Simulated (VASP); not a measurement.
# GaAs (F-43m) in VASP: further runs

Runs on GaAs. Level: PBE. Tasks: single point, relaxation of cell and atoms.

Program: VASP 6.6.1. These are calculated values, not measurements. Logs are shortened: lines on timing, memory, paths and dates and some standing lists are left out, and cuts for length are marked.

### Step 1. The cell of the first run

It takes space group F-43m (No. 216, cubic). The conventional cell has a = 5.746 Å, b = 5.746 Å, c = 5.746 Å, α = 90.00°, β = 90.00°, γ = 90.00°. Within 3.3 Å of Ga (site symmetry -43m) lie 4 As at 2.49 Å. As (site symmetry -43m) has 4 Ga at 2.49 Å within 3.3 Å.

### Step 2. Single point, PBE

INCAR

```
PREC = Accurate
ENCUT = 500
EDIFF = 1E-6
ISMEAR = 0
SIGMA = 0.01
LREAL = False
LASPH = True
NELM = 120
ALGO = Normal
ISIF = 2
LWAVE = False
LCHARG = False
GGA = PE
NBANDS = 16
GGA_COMPAT = False
```

KPOINTS

```
Automatic mesh
0
Gamma
  10 10 10
```

POSCAR

```
GaAs
1.0
    0.0000000000      2.8729623547      2.8729623547
    2.8729623547      0.0000000000      2.8729623547
    2.8729623547      2.8729623547      0.0000000000
Ga As
1 1
Direct
    0.0000000000      0.0000000000      0.0000000000
    0.2500000000      0.2500000000      0.2500000000
```

Potentials or basis: VASP PAW PBE potentials, release 64 (Ga_d, As).

The run is started by

```bash
> cat potpaw_PBE.64/Ga_d/POTCAR potpaw_PBE.64/As/POTCAR > POTCAR
> mpirun -np 1 vasp_std > vasp.out
```

OUTCAR:

```text
PREC = Accurate
   ENCUT = 500
   EDIFF = 1E-6
   ISMEAR = 0
   LREAL = False
   LASPH = True
   NELM = 120
   ISIF = 2
   GGA = PE

 ion  position               nearest neighbor table
   1  0.000  0.000  0.000-   2 2.49   2 2.49   2 2.49   2 2.49
   2  0.250  0.250  0.250-   1 2.49   1 2.49   1 2.49   1 2.49

  LATTYP: Found a face centered cubic cell.
 ALAT       =     5.7459247094

  Lattice vectors:

 A1 = (   0.0000000000,   2.8729623547,   2.8729623547)
 A2 = (   2.8729623547,   0.0000000000,   2.8729623547)
 A3 = (   2.8729623547,   2.8729623547,   0.0000000000)

Analysis of symmetry for initial positions (statically):
=====================================================================
 Subroutine PRICEL returns:
 Original cell was already a primitive cell.

 Routine SETGRP: Setting up the symmetry group for a
 face centered cubic supercell.

 Subroutine GETGRP returns: Found 24 space group operations
 (whereof 24 operations were pure point group operations)
 out of a pool of 48 trial point group operations.

The static configuration has the point symmetry T_d .

Analysis of symmetry for dynamics (positions and initial velocities):
=====================================================================
 Subroutine PRICEL returns:
 Original cell was already a primitive cell.

 Routine SETGRP: Setting up the symmetry group for a
 face centered cubic supercell.

 Subroutine GETGRP returns: Found 24 space group operations
 (whereof 24 operations were pure point group operations)
 out of a pool of 48 trial point group operations.

The dynamic configuration has the point symmetry T_d .

 Subroutine INISYM returns: Found 24 space group operations
 (whereof 24 operations are pure point group operations),
 and found     1 'primitive' translations

----------------------------------------------------------------------------------------

                                     Primitive cell

  volume of cell :      47.4264

  direct lattice vectors                    reciprocal lattice vectors
     0.000000000  2.872962355  2.872962355    -0.174036391  0.174036391  0.174036391
     2.872962355  0.000000000  2.872962355     0.174036391 -0.174036391  0.174036391
     2.872962355  2.872962355  0.000000000     0.174036391  0.174036391 -0.174036391

  length of vectors
     4.062982326  4.062982326  4.062982326     0.301439872  0.301439872  0.301439872

  position of ions in fractional coordinates (direct lattice)
     0.000000000  0.000000000  0.000000000
     0.250000000  0.250000000  0.250000000

  ion indices of the primitive-cell ions
   primitive index   ion index
                 1           1
                 2           2

----------------------------------------------------------------------------------------

 KPOINTS: Automatic mesh

Automatic generation of k-mesh.
 Grid dimensions read from file:
 generate k-points for:   10   10   10

 Generating k-lattice:

  Cartesian coordinates                     Fractional coordinates (reciprocal lattice)
    -0.017403639  0.017403639  0.017403639     0.100000000  0.000000000  0.000000000
     0.017403639 -0.017403639  0.017403639     0.000000000  0.100000000  0.000000000
     0.017403639  0.017403639 -0.017403639     0.000000000  0.000000000  0.100000000

  Length of vectors
     0.030143987  0.030143987  0.030143987

  Shift w.r.t. Gamma in fractional coordinates (k-lattice)
     0.000000000  0.000000000  0.000000000

 Subroutine IBZKPT returns following result:
 ===========================================

 Found     47 irreducible k-points:

 Following reciprocal coordinates:
            Coordinates               Weight
  0.000000  0.000000  0.000000      1.000000
  0.100000  0.000000  0.000000      8.000000
  0.200000  0.000000  0.000000      8.000000
  0.300000  0.000000  0.000000      8.000000
  0.400000  0.000000  0.000000      8.000000
  0.500000  0.000000  0.000000      4.000000
[... 16 lines left out ...]
  0.300000  0.300000  0.000000      6.000000
  0.400000  0.300000  0.000000     24.000000
 [... further k-points ...]
   k-points           NKPTS =     47   k-points in BZ     NKDIM =     47   number of bands    NBANDS=     16
   number of dos      NEDOS =    301   number of ions     NIONS =      2
   total plane-waves  NPLWV =  27000
   dimension x,y,z NGX =    30 NGY =   30 NGZ =   30
   dimension x,y,z NGXF=    60 NGYF=   60 NGZF=   60
   ions per type =               1   1
   NGX,Y,Z   is equivalent  to a cutoff of  12.28, 12.28, 12.28 a.u.
   NGXF,Y,Z  is equivalent  to a cutoff of  24.55, 24.55, 24.55 a.u.
 SYSTEM =  unknown system
   PREC   = accura    normal or accurate (medium, high low for compatibility)
   ISTART =      0    job   : 0-new  1-cont  2-samecut
   ICHARG =      2    charge: 1-file 2-atom 10-const
   ISPIN  =      1    spin polarized calculation?
   LNONCOLLINEAR =      F non collinear calculations
   LSORBIT =      F    spin-orbit coupling
   LASPH  =      T    aspherical Exc in radial PAW
   ENCUT  =  500.0 eV  36.75 Ry    6.06 a.u.   7.41  7.41  7.41*2*pi/ulx,y,z
   NELM   =    120;   NELMIN=  2; NELMDL= -5     # of ELM steps
   EDIFF  = 0.1E-05   stopping-criterion for ELM
   LREAL  =      F    real-space projection
   EDIFFG = 0.1E-04   stopping-criterion for IOM
   NSW    =      0    number of steps for IOM
   IBRION =     -1    ionic relax: 0-MD 1-quasi-New 2-CG
   NFREE  =      0    steps in history (QN), initial steepest desc. (CG)
   ISIF   =      2    stress and relaxation
   ISYM   =      2    0-nonsym 1-usesym 2-fastsym
   POTIM  = 0.5000    time-step for ionic-motion
   TEBEG  =    0.0;   TEEND  =   0.0 temperature during run
   PSTRESS=    0.0 pullay stress
   NELECT =      18.0000    total number of electrons
   NUPDOWN=      -1.0000    fix difference up-down
   EMIN   =  10.00;   EMAX   =-10.00  energy-range for DOS
   EFERMI =   0.00;   METHOD = LEGACY
   ISMEAR =     0;   SIGMA  =   0.01  broadening in eV -4-tet -1-fermi 0-gaus
   EFERMI_NEDOS =   21; number of points for ismear=-14 and -15
   IALGO  =     38    algorithm
   IMIX   =      4    mixing-type and parameters
     AMIX     =   0.40;   BMIX     =  1.00
     AMIX_MAG =   1.60;   BMIX_MAG =  1.00
  volume/ion in A,a.u.               =      23.71       160.02
  Fermi-wavevector in a.u.,A,eV,Ry     =   1.185293  2.239879 19.115091  1.404920
  Thomas-Fermi vector in A             =   2.321490
   LORBIT       =      0    0 simple, 1 ext, 2 COOP (PROOUT), +10 PAW based schemes
   GGA     = PE    functional components
   LHFCALC =     F    Hartree Fock is set to
   AEXX    =    0.0000 exact exchange contribution
   IVDW    =     0    specifies the selected vdW correction
   LEPSILON=     F    determine dielectric tensor
   LRPA    =     F    only Hartree local field effects (RPA)
 non-spin polarized calculation
 Gauss-broadening in eV      SIGMA  =   0.01
  energy-cutoff  :      500.00
  volume of cell :       47.43
 maximum number of plane-waves:      1243
 NGX is ok and might be reduce to    30
   NGX = 15   NGY = 15   NGZ = 15

 number of electron      17.9999987 magnetization

 Free energy of the ion-electron system (eV)
  ---------------------------------------------------
  ext. energy  EPLUGINS =         0.00000000
  ---------------------------------------------------
  free energy    TOTEN  =        -8.27514609 eV

  energy without entropy =       -8.27514609  energy(sigma->0) =       -8.27514609

 E-fermi :   3.5567     XC(G=0):  -9.3716

 val. band max:        3.4870202438   @ k =   0.0000   0.0000   0.0000
 cond. band min:       3.6480457852   @ k =   0.0000   0.0000   0.0000
 fundamental gap:      0.1610255414
 Fermi energy:         3.5567392653

 k-point     1 :       0.0000    0.0000    0.0000
  band No.  band energies     occupation
      1     -11.2393      2.00000
      2     -11.2393      2.00000
      3     -11.2393      2.00000
      4     -11.1713      2.00000
      5     -11.1713      2.00000
      6      -8.9007      2.00000
[... 8 lines left out ...]
     15      13.4899      0.00000
     16      13.4899      0.00000

 k-point     2 :       0.1000    0.0000    0.0000
  band No.  band energies     occupation
      1     -11.2462      2.00000
      2     -11.2373      2.00000
      3     -11.2373      2.00000
      4     -11.1714      2.00000
      5     -11.1714      2.00000
      6      -8.7915      2.00000
[... 8 lines left out ...]
     15      12.8590      0.00000
     16      12.8590      0.00000

 k-point     3 :       0.2000    0.0000    0.0000
  band No.  band energies     occupation
      1     -11.2635      2.00000
      2     -11.2325      2.00000
      3     -11.2325      2.00000
      4     -11.1713      2.00000
      5     -11.1713      2.00000
      6      -8.4778      2.00000
[... 8 lines left out ...]
     15      12.3848      0.00000
     16      12.4185      0.00000

 k-point     4 :       0.3000    0.0000    0.0000
  band No.  band energies     occupation
      1     -11.2834      2.00000
      2     -11.2273      2.00000
      3     -11.2273      2.00000
      4     -11.1704      2.00000
      5     -11.1704      2.00000
      6      -8.0105      2.00000
[... 8 lines left out ...]
     15      12.7277      0.00000
     16      12.7277      0.00000

 k-point     5 :       0.4000    0.0000    0.0000
  band No.  band energies     occupation
      1     -11.2985      2.00000
      2     -11.2239      2.00000
      3     -11.2239      2.00000
      4     -11.1689      2.00000
      5     -11.1689      2.00000
      6      -7.5189      2.00000
[... 8 lines left out ...]
     15      13.8794      0.00000
     16      13.8794      0.00000

 k-point     6 :       0.5000    0.0000    0.0000
  band No.  band energies     occupation
      1     -11.3040      2.00000
      2     -11.2228      2.00000
      3     -11.2228      2.00000
      4     -11.1681      2.00000
      5     -11.1681      2.00000
      6      -7.2823      2.00000
[... 8 lines left out ...]
     15      15.1185      0.00000
     16      15.1185      0.00000

 k-point     7 :       0.1000    0.1000    0.0000
  band No.  band energies     occupation
      1     -11.2505      2.00000
      2     -11.2355      2.00000
      3     -11.2355      2.00000
      4     -11.1728      2.00000
      5     -11.1703      2.00000
      6      -8.7550      2.00000
[... 8 lines left out ...]
     15      12.0193      0.00000
     16      13.6473      0.00000

 k-point     8 :       0.2000    0.1000    0.0000
  band No.  band energies     occupation
      1     -11.2645      2.00000
      2     -11.2315      2.00000
      3     -11.2306      2.00000
      4     -11.1742      2.00000
      5     -11.1693      2.00000
      6      -8.5090      2.00000
[... 8 lines left out ...]
     15      12.7904      0.00000
     16      13.3743      0.00000

 k-point     9 :       0.3000    0.1000    0.0000
  band No.  band energies     occupation
      1     -11.2822      2.00000
      2     -11.2271      2.00000
      3     -11.2252      2.00000
      4     -11.1744      2.00000
      5     -11.1683      2.00000
      6      -8.0892      2.00000
[... 8 lines left out ...]
     15      13.1620      0.00000
     16      13.4958      0.00000
[... 172 lines left out ...]
 k-point    19 :       0.5000    0.2000    0.0000
  band No.  band energies     occupation
      1     -11.3106      2.00000
      2     -11.2174      2.00000
      3     -11.2135      2.00000
      4     -11.1766      2.00000
      5     -11.1663      2.00000
      6      -7.1051      2.00000
[... 8 lines left out ...]
     15      15.1152      0.00000
     16      15.1834      0.00000

 k-point    20 :      -0.4000    0.2000    0.0000
  band No.  band energies     occupation
      1     -11.3099      2.00000
      2     -11.2182      2.00000
      3     -11.2146      2.00000
      4     -11.1731      2.00000
      5     -11.1691      2.00000
      6      -7.0396      2.00000
[... 8 lines left out ...]
     15      13.4234      0.00000
     16      14.9014      0.00000

 k-point    21 :      -0.3000    0.2000    0.0000
  band No.  band energies     occupation
      1     -11.3022      2.00000
      2     -11.2199      2.00000
      3     -11.2185      2.00000
      4     -11.1722      2.00000
      5     -11.1706      2.00000
      6      -7.3768      2.00000
[... 8 lines left out ...]
     15      13.4953      0.00000
     16      15.3522      0.00000

 k-point    22 :      -0.2000    0.2000    0.0000
  band No.  band energies     occupation
      1     -11.2893      2.00000
      2     -11.2245      2.00000
      3     -11.2228      2.00000
      4     -11.1737      2.00000
      5     -11.1695      2.00000
      6      -7.8486      2.00000
[... 8 lines left out ...]
     15      13.8696      0.00000
     16      14.5436      0.00000

 k-point    23 :       0.3000    0.3000    0.0000
  band No.  band energies     occupation
      1     -11.3050      2.00000
      2     -11.2126      2.00000
      3     -11.2126      2.00000
      4     -11.1840      2.00000
      5     -11.1641      2.00000
      6      -7.6966      2.00000
[... 8 lines left out ...]
     15      14.8897      0.00000
     16      15.6236      0.00000

 k-point    24 :       0.4000    0.3000    0.0000
  band No.  band energies     occupation
      1     -11.3155      2.00000
      2     -11.2088      2.00000
      3     -11.2076      2.00000
      4     -11.1856      2.00000
      5     -11.1631      2.00000
      6      -7.2941      2.00000
[... 8 lines left out ...]
     15      15.5511      0.00000
     16      15.9804      0.00000

 [... further k-points ...]
[... 5 lines left out ...]
  --------------------------------------------------------------------------------------
  -------------------------------------------------------------------------------------
  Total        0.0358434      0.0358434      0.0358434      0.0000000      0.0000000     -0.0000000
  in kB        1.2108777      1.2108777      1.2108777      0.0000000      0.0000000     -0.0000000
  external PRESSURE =       1.2108777 kB  Pullay stress =       0.0000000 kB

 VOLUME and BASIS-vectors are now :
 -----------------------------------------------------------------------------
  energy-cutoff  :      500.00
  volume of cell :       47.43
      direct lattice vectors                 reciprocal lattice vectors
     0.000000000  2.872962355  2.872962355    -0.174036391  0.174036391  0.174036391
     2.872962355  0.000000000  2.872962355     0.174036391 -0.174036391  0.174036391
     2.872962355  2.872962355  0.000000000     0.174036391  0.174036391 -0.174036391

 POSITION                                       TOTAL-FORCE (eV/Angst)
 -----------------------------------------------------------------------------------
      0.00000      0.00000      0.00000         0.000000     -0.000000     -0.000000
      1.43648      1.43648      1.43648        -0.000000      0.000000      0.000000
 -----------------------------------------------------------------------------------
    total drift:                                0.000000      0.000000      0.000000

  FREE ENERGIE OF THE ION-ELECTRON SYSTEM (eV)
  ---------------------------------------------------
  free  energy   TOTEN  =        -8.2751460853 eV

  energy  without entropy=       -8.2751460853  energy(sigma->0) =       -8.27514609
```

Wall time 29 s (1 thread of Intel Xeon Platinum 8488C (Sapphire Rapids), shared host); peak memory 0.19 GiB.

Results:

| Property | Result |
| --- | --- |
| Free energy | -8.2751 eV |
| Pressure | 0.1 GPa |
| Band gap on the k mesh | 0.16 eV |

Caveat: semilocal functionals underestimate gaps, and a narrow one can read as zero.

(Part 1 of 2 ends here.)
